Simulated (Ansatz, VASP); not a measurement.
One calculation of VN2, two programs

INCAR

```
SYSTEM = VN2
PREC = Accurate
ENCUT = 600
EDIFF = 1E-6
ISMEAR = 0
SIGMA = 0.1
LREAL = .False.
LASPH = .True.
NELM = 80
ALGO = Normal
ISIF = 3
LWAVE = .False.
LCHARG = .False.
GGA = PS
IBRION = 2
NSW = 100
EDIFFG = -0.005
```

The input KPOINTS:

```
regular mesh
0
Gamma
  12 12 12
  0 0 0
```

File POSCAR:

```
VN2
1.0
   -2.1277737171      2.1277737171      2.4631892457
    2.1277737171     -2.1277737171      2.4631892457
    2.1277737171      2.1277737171     -2.4631892457
V N
2 4
Direct
    0.2500000000      0.2500000000      0.0000000000
    0.7500000000      0.7500000000      0.0000000000
    0.1142592876      0.6142592876      0.7285185752
    0.6142592876      0.8857407124      0.5000000000
    0.8857407124      0.3857407124      0.2714814248
    0.3857407124      0.1142592876      0.5000000000
```

Input for Ansatz:

```yaml
crystal:
  lattice:
    - [-2.1277737171, 2.1277737171, 2.4631892457]
    - [2.1277737171, -2.1277737171, 2.4631892457]
    - [2.1277737171, 2.1277737171, -2.4631892457]
  atoms:
    - { symbol: V, position: [0.25, 0.25, 0.0] }
    - { symbol: V, position: [0.75, 0.75, 0.0] }
    - { symbol: "N", position: [0.1142592876, 0.6142592876, 0.7285185752] }
    - { symbol: "N", position: [0.6142592876, 0.8857407124, 0.5] }
    - { symbol: "N", position: [0.8857407124, 0.3857407124, 0.2714814248] }
    - { symbol: "N", position: [0.3857407124, 0.1142592876, 0.5] }
basis:
  ecutwfc: 420
kpoints:
  mp_grid: { grid: [12, 12, 12] }
hamiltonian:
  xc: pbesol
scf:
  occupations: { method: gaussian, width: 0.1 }
output:
  forces: true
  stress: true
  eigenvalues: true
relax:
  adjacent_minimum: "off"
  f_tol: 0.005
  max_steps: 80
  cell: { stress_tol: 0.05 }
```

Alike in both runs: task relaxation of cell and atoms; functional PBEsol; k mesh 12 × 12 × 12; occupations gaussian, width 0.1 eV; no spin polarisation.

|  | VASP | Ansatz |
| --- | --- | --- |
| version | VASP 6.6.1 | Ansatz 0.2.0 |
| potentials or method | VASP PAW PBE potentials, release 64 (V_sv, N), cutoff 600 eV | scalar-relativistic, plane waves, PAW |
| valence electrons in the cell | 46 | 46 |

VASP gave:

- gap on the k mesh at the Fermi level, each at its own relaxed structure (eV): none
- relaxed volume (Å³/atom): 7.44
- relaxed length of the cell vector where the two differ most in proportion (Å): 3.888

Which values does Ansatz return?

gap on the k mesh at the Fermi level, each at its own relaxed structure (eV): none; relaxed volume (Å³/atom): 7.43; relaxed length of the cell vector where the two differ most in proportion (Å): 3.887.

VASP's potentials were made for PBE, not for PBEsol. A gap of «none» marks a metal or a gap that the smearing closes.
